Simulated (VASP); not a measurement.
A run of VASP 6.6.1 is set up as follows.

The input POSCAR:

```
Al3Cu2
1.0
    4.2368472175      0.0000000000      0.0000000000
   -2.1184236087      3.6692173223      0.0000000000
    0.0000000000      0.0000000000      5.1445455525
Al Cu
3 2
Direct
    0.0000000000      0.0000000000      0.0000000000
    0.3333333333      0.6666666667      0.3486073856
    0.6666666667      0.3333333333      0.6513926144
    0.3333333333      0.6666666667      0.8387618428
    0.6666666667      0.3333333333      0.1612381572
```

INCAR.step1

```
ALGO     = Normal         # electronic algorithm
EDIFF    = 1E-4           # SCF threshold, eV
ENCUT    = 520            # plane-wave cutoff, eV
GGA      = PE             # functional
ISMEAR   = 0              # smearing method
LASPH    = True           # aspherical terms in the spheres
LCHARG   = False          # write CHGCAR
LREAL    = False          # projectors in reciprocal space
LWAVE    = True           # write WAVECAR
NBANDS   = 24             # bands
NELM     = 80             # most SCF steps
PREC     = Accurate       # precision mode
SIGMA    = 0.1            # smearing width, eV
```

Contents of INCAR.step2:

```
ALGO     = Normal         # electronic algorithm
EDIFF    = 1E-6           # SCF threshold, eV
ENCUT    = 520            # plane-wave cutoff, eV
ISIF     = 2              # what is computed and relaxed
ISMEAR   = 0              # smearing method
ISTART   = 1            
LASPH    = True           # aspherical terms in the spheres
LCHARG   = False          # write CHGCAR
LMIXTAU  = True         
LREAL    = False          # projectors in reciprocal space
LWAVE    = False          # write WAVECAR
METAGGA  = R2SCAN         # meta-GGA
NBANDS   = 24             # bands
NELM     = 80             # most SCF steps
PREC     = Accurate       # precision mode
SIGMA    = 0.1            # smearing width, eV
```

File KPOINTS:

```
k-points
0
Gamma
  12 12 8
```

Potentials or basis: VASP PAW PBE potentials, release 64 (Al, Cu).

Run with:

```bash
$ cat potpaw_PBE.64/Al/POTCAR potpaw_PBE.64/Cu/POTCAR > POTCAR
$ cp INCAR.step1 INCAR
$ mpirun -np 1 vasp_std > vasp.out
$ cp INCAR.step2 INCAR
$ mpirun -np 1 vasp_std > vasp.out
```

Problem. Estimate the pressure.

Solution. -8.9 GPa.

Problem. Predict the band gap on the k mesh.

Solution. Zero (an odd number of electrons rules out a gap without spin polarisation).

Forces in eV/Å, atoms in the order of the input:
```
Al   0.000  0.000  0.000
Al   0.000  0.000  0.003
Al   0.000  0.000 -0.003
Cu   0.000  0.000 -0.002
Cu   0.000  0.000  0.002
```

Caveat: the cell stands under tension; the PAW data sets were made with another functional, which shifts forces and pressure a little.
